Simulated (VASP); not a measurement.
# CsH (Pm-3m) in VASP: single point with LDA

Aim: the single point of CsH with LDA.

Everything below comes from runs of VASP 6.6.1. Logs are shortened: lines on timing, memory, paths and dates and some standing lists are left out, and cuts for length are marked.

## Step 1: The cell of the first run

The structure is cubic, space group Pm-3m (No. 221). Conventional cell: a = 3.869 Å, b = 3.869 Å, c = 3.869 Å, α = 90.00°, β = 90.00°, γ = 90.00°. Within 4.4 Å of Cs (site symmetry m-3m) lie 8 H at 3.35 Å and 6 Cs at 3.87 Å. Within 4.4 Å of H (site symmetry m-3m) lie 8 Cs at 3.35 Å and 6 H at 3.87 Å.

## Step 2: Single point, LDA

INCAR reads:

```
SYSTEM = CsH
ALGO = Normal
EDIFF = 1E-6
ENCUT = 520
ISIF = 2
ISMEAR = -1
LASPH = .True.
LCHARG = .False.
LREAL = .False.
LWAVE = .False.
NBANDS = 12
NELM = 60
PREC = Accurate
SIGMA = 0.01
```

KPOINTS reads:

```
k-points
0
Gamma
  8 8 8
  0 0 0
```

POSCAR reads:

```
CsH
1.0
    3.8686565199      0.0000000000      0.0000000000
    0.0000000000      3.8686565199      0.0000000000
    0.0000000000      0.0000000000      3.8686565199
Cs H
1 1
Direct
    0.0000000000      0.0000000000      0.0000000000
    0.5000000000      0.5000000000      0.5000000000
```

Potentials or basis: VASP PAW LDA potentials, release 64 (Cs_sv, H).

The run is started by

```bash
> cat potpaw_LDA.64/Cs_sv/POTCAR potpaw_LDA.64/H/POTCAR > POTCAR
> mpirun -np 1 vasp_std > vasp.out
```

OUTCAR:

```text
SYSTEM = CsH
   EDIFF = 1E-6
   ENCUT = 520
   ISIF = 2
   ISMEAR = -1
   LASPH = .True.
   LREAL = .False.
   NELM = 60
   PREC = Accurate

 ion  position               nearest neighbor table
   1  0.000  0.000  0.000-
   2  0.500  0.500  0.500-

  LATTYP: Found a simple cubic cell.
 ALAT       =     3.8686565199

  Lattice vectors:

 A1 = (   3.8686565199,   0.0000000000,   0.0000000000)
 A2 = (   0.0000000000,   3.8686565199,   0.0000000000)
 A3 = (   0.0000000000,   0.0000000000,   3.8686565199)

Analysis of symmetry for initial positions (statically):
=====================================================================
 Subroutine PRICEL returns:
 Original cell was already a primitive cell.

 Routine SETGRP: Setting up the symmetry group for a
 simple cubic supercell.

 Subroutine GETGRP returns: Found 48 space group operations
 (whereof 48 operations were pure point group operations)
 out of a pool of 48 trial point group operations.

The static configuration has the point symmetry O_h .

Analysis of symmetry for dynamics (positions and initial velocities):
=====================================================================
 Subroutine PRICEL returns:
 Original cell was already a primitive cell.

 Routine SETGRP: Setting up the symmetry group for a
 simple cubic supercell.

 Subroutine GETGRP returns: Found 48 space group operations
 (whereof 48 operations were pure point group operations)
 out of a pool of 48 trial point group operations.

The dynamic configuration has the point symmetry O_h .

 Subroutine INISYM returns: Found 48 space group operations
 (whereof 48 operations are pure point group operations),
 and found     1 'primitive' translations

----------------------------------------------------------------------------------------

                                     Primitive cell

  volume of cell :      57.9003

  direct lattice vectors                    reciprocal lattice vectors
     3.868656520  0.000000000  0.000000000     0.258487667  0.000000000  0.000000000
     0.000000000  3.868656520  0.000000000     0.000000000  0.258487667  0.000000000
     0.000000000  0.000000000  3.868656520     0.000000000  0.000000000  0.258487667

  length of vectors
     3.868656520  3.868656520  3.868656520     0.258487667  0.258487667  0.258487667

  position of ions in fractional coordinates (direct lattice)
     0.000000000  0.000000000  0.000000000
     0.500000000  0.500000000  0.500000000

  ion indices of the primitive-cell ions
   primitive index   ion index
                 1           1
                 2           2

----------------------------------------------------------------------------------------

 KPOINTS: k-points

Automatic generation of k-mesh.
 Grid dimensions read from file:
 generate k-points for:    8    8    8

 Generating k-lattice:

  Cartesian coordinates                     Fractional coordinates (reciprocal lattice)
     0.032310958  0.000000000  0.000000000     0.125000000  0.000000000  0.000000000
     0.000000000  0.032310958  0.000000000     0.000000000  0.125000000  0.000000000
     0.000000000  0.000000000  0.032310958     0.000000000  0.000000000  0.125000000

  Length of vectors
     0.032310958  0.032310958  0.032310958

  Shift w.r.t. Gamma in fractional coordinates (k-lattice)
     0.000000000  0.000000000  0.000000000

 Subroutine IBZKPT returns following result:
 ===========================================

 Found     35 irreducible k-points:

 Following reciprocal coordinates:
            Coordinates               Weight
  0.000000  0.000000  0.000000      1.000000
  0.125000  0.000000  0.000000      6.000000
  0.250000  0.000000  0.000000      6.000000
  0.375000  0.000000  0.000000      6.000000
  0.500000  0.000000  0.000000      3.000000
  0.125000  0.125000  0.000000     12.000000
[... 16 lines left out ...]
  0.375000  0.375000  0.125000     24.000000
  0.500000  0.375000  0.125000     24.000000
 [... further k-points ...]
   k-points           NKPTS =     35   k-points in BZ     NKDIM =     35   number of bands    NBANDS=     12
   number of dos      NEDOS =    301   number of ions     NIONS =      2
   total plane-waves  NPLWV =  27000
   dimension x,y,z NGX =    30 NGY =   30 NGZ =   30
   dimension x,y,z NGXF=    60 NGYF=   60 NGZF=   60
   ions per type =               1   1
   NGX,Y,Z   is equivalent  to a cutoff of  12.89, 12.89, 12.89 a.u.
   NGXF,Y,Z  is equivalent  to a cutoff of  25.78, 25.78, 25.78 a.u.
 SYSTEM =  CsH
   PREC   = accura    normal or accurate (medium, high low for compatibility)
   ISTART =      0    job   : 0-new  1-cont  2-samecut
   ICHARG =      2    charge: 1-file 2-atom 10-const
   ISPIN  =      1    spin polarized calculation?
   LNONCOLLINEAR =      F non collinear calculations
   LSORBIT =      F    spin-orbit coupling
   LASPH  =      T    aspherical Exc in radial PAW
   ENCUT  =  520.0 eV  38.22 Ry    6.18 a.u.   7.19  7.19  7.19*2*pi/ulx,y,z
   NELM   =     60;   NELMIN=  2; NELMDL= -5     # of ELM steps
   EDIFF  = 0.1E-05   stopping-criterion for ELM
   LREAL  =      F    real-space projection
   EDIFFG = 0.1E-04   stopping-criterion for IOM
   NSW    =      0    number of steps for IOM
   IBRION =     -1    ionic relax: 0-MD 1-quasi-New 2-CG
   NFREE  =      0    steps in history (QN), initial steepest desc. (CG)
   ISIF   =      2    stress and relaxation
   ISYM   =      2    0-nonsym 1-usesym 2-fastsym
   POTIM  = 0.5000    time-step for ionic-motion
   TEBEG  =    0.0;   TEEND  =   0.0 temperature during run
   PSTRESS=    0.0 pullay stress
   NELECT =      10.0000    total number of electrons
   NUPDOWN=      -1.0000    fix difference up-down
   EMIN   =  10.00;   EMAX   =-10.00  energy-range for DOS
   EFERMI =   0.00;   METHOD = LEGACY
   ISMEAR =    -1;   SIGMA  =   0.01  broadening in eV -4-tet -1-fermi 0-gaus
   EFERMI_NEDOS =   21; number of points for ismear=-14 and -15
   IALGO  =     38    algorithm
   IMIX   =      4    mixing-type and parameters
     AMIX     =   0.40;   BMIX     =  1.00
     AMIX_MAG =   1.60;   BMIX_MAG =  1.00
  volume/ion in A,a.u.               =      28.95       195.37
  Fermi-wavevector in a.u.,A,eV,Ry     =   0.911692  1.722847 11.308914  0.831182
  Thomas-Fermi vector in A             =   2.036001
   LORBIT       =      0    0 simple, 1 ext, 2 COOP (PROOUT), +10 PAW based schemes
   GGA     = CA    functional components
   LHFCALC =     F    Hartree Fock is set to
   AEXX    =    0.0000 exact exchange contribution
   IVDW    =     0    specifies the selected vdW correction
   LEPSILON=     F    determine dielectric tensor
   LRPA    =     F    only Hartree local field effects (RPA)
 non-spin polarized calculation
  energy-cutoff  :      520.00
  volume of cell :       57.90
 maximum number of plane-waves:      1596
 NGX is ok and might be reduce to    30
   NGX = 15   NGY = 15   NGZ = 15

 number of electron      10.0000002 magnetization

 Free energy of the ion-electron system (eV)
  ---------------------------------------------------
  ext. energy  EPLUGINS =         0.00000000
  ---------------------------------------------------
  free energy    TOTEN  =        -4.87740438 eV

  energy without entropy =       -4.87740438  energy(sigma->0) =       -4.87740438

 E-fermi :   0.7409     XC(G=0):  -8.0437

 val. band max:        0.5273083247   @ k =   0.5000   0.5000   0.5000
 cond. band min:       2.7133769991   @ k =   0.5000   0.0000   0.0000
 fundamental gap:      2.1860686744
 Fermi energy:         0.7408674150

 k-point     1 :       0.0000    0.0000    0.0000
  band No.  band energies     occupation
      1     -21.3779      2.00000
      2      -7.5081      2.00000
      3      -7.5081      2.00000
      4      -7.5081      2.00000
      5      -1.5853      2.00000
      6       3.5744      0.00000
      7       3.5744      0.00000
      8       7.1784      0.00000
      9       9.5579      0.00000
     10       9.5579      0.00000
     11       9.5579      0.00000
     12      10.3929      0.00000

 k-point     2 :       0.1250    0.0000    0.0000
  band No.  band energies     occupation
      1     -21.3580      2.00000
      2      -7.7595      2.00000
      3      -7.4875      2.00000
      4      -7.4875      2.00000
      5      -1.3491      2.00000
      6       3.6659      0.00000
      7       3.8609      0.00000
      8       6.7937      0.00000
      9       8.4878      0.00000
     10       8.4878      0.00000
     11       9.6144      0.00000
     12      10.7727      0.00000

 k-point     3 :       0.2500    0.0000    0.0000
  band No.  band energies     occupation
      1     -21.3092      2.00000
      2      -8.2942      2.00000
      3      -7.4369      2.00000
      4      -7.4369      2.00000
      5      -0.7918      2.00000
      6       3.9106      0.00000
      7       3.9254      0.00000
      8       6.9950      0.00000
      9       7.3261      0.00000
     10       7.3261      0.00000
     11       9.7585      0.00000
     12      11.3543      0.00000
[... 286 lines left out ...]
 k-point    23 :       0.3750    0.3750    0.1250
  band No.  band energies     occupation
      1     -21.1271      2.00000
      2      -8.5149      2.00000
      3      -8.4722      2.00000
      4      -7.4771      2.00000
      5      -0.4235      2.00000
      6       4.3565      0.00000
      7       5.5402      0.00000
      8       5.5615      0.00000
      9       7.0292      0.00000
     10       7.9225      0.00000
     11       8.0711      0.00000
     12      10.9466      0.00000

 k-point    24 :       0.5000    0.3750    0.1250
  band No.  band energies     occupation
      1     -21.1071      2.00000
      2      -8.6583      2.00000
      3      -8.4520      2.00000
      4      -7.4543      2.00000
      5      -0.5059      2.00000
      6       4.6859      0.00000
      7       5.0188      0.00000
      8       5.8519      0.00000
      9       6.5844      0.00000
     10       8.1319      0.00000
     11       8.5908      0.00000
     12      11.2193      0.00000

 [... further k-points ...]
[... 5 lines left out ...]
  --------------------------------------------------------------------------------------
  -------------------------------------------------------------------------------------
  Total       -0.8005564     -0.8005564     -0.8005564      0.0000000      0.0000000     -0.0000000
  in kB      -22.1524607    -22.1524607    -22.1524607      0.0000000      0.0000000     -0.0000000
  external PRESSURE =     -22.1524607 kB  Pullay stress =       0.0000000 kB

 VOLUME and BASIS-vectors are now :
 -----------------------------------------------------------------------------
  energy-cutoff  :      520.00
  volume of cell :       57.90
      direct lattice vectors                 reciprocal lattice vectors
     3.868656520  0.000000000  0.000000000     0.258487667  0.000000000  0.000000000
     0.000000000  3.868656520  0.000000000     0.000000000  0.258487667  0.000000000
     0.000000000  0.000000000  3.868656520     0.000000000  0.000000000  0.258487667

 POSITION                                       TOTAL-FORCE (eV/Angst)
 -----------------------------------------------------------------------------------
      0.00000      0.00000      0.00000         0.000000      0.000000      0.000000
      1.93433      1.93433      1.93433         0.000000      0.000000      0.000000
 -----------------------------------------------------------------------------------
    total drift:                               -0.000000     -0.000000     -0.000000

  FREE ENERGIE OF THE ION-ELECTRON SYSTEM (eV)
  ---------------------------------------------------
  free  energy   TOTEN  =        -4.8774043806 eV

  energy  without entropy=       -4.8774043806  energy(sigma->0) =       -4.87740438
```

Wall time 17 s (1 thread of Intel Xeon 6975P-C, shared host); peak memory 0.16 GiB.

Results:

- Free energy: -4.8774 eV
- Pressure: -2.2 GPa
- Band gap on the k mesh: 2.19 eV, indirect (least direct gap 2.46 eV)

Caveat: spin-orbit coupling is left out, which moves the levels of the heavy elements.
